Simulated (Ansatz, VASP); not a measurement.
# WC in VASP and in Ansatz

```xyz
2
Lattice="2.9321 0.0000 0.0000 -1.4661 2.5393 0.0000 0.0000 0.0000 2.8550" Properties=species:S:1:pos:R:3 pbc="T T T"
W     0.0000    0.0000    0.0000
C     1.4661    0.8464    1.4275
```

Alike in both runs: functional r2SCAN; k mesh 13 × 13 × 12; occupations fermi-dirac, width 0.1 eV; no spin polarisation.

Ansatz relaxed the structure, and its values are those at the end. VASP's run is a single point on that final structure, the one shown.

```csv
,VASP,Ansatz
version,VASP 6.6.1,Ansatz 0.2.0
potentials or method,"VASP PAW PBE potentials, release 64 (W_sv, C_h), cutoff 1430 eV",PAW plane waves
valence electrons in the cell,18,18
```

VASP gave:

- pressure (GPa): -6.2

Problem. Which values does Ansatz return?

Solution. Pressure (GPa): -7.7.

VASP's potentials were made for PBE, not for r2SCAN. Ansatz's warnings: stress scf threshold loose.

Neither program's run includes spin-orbit coupling.
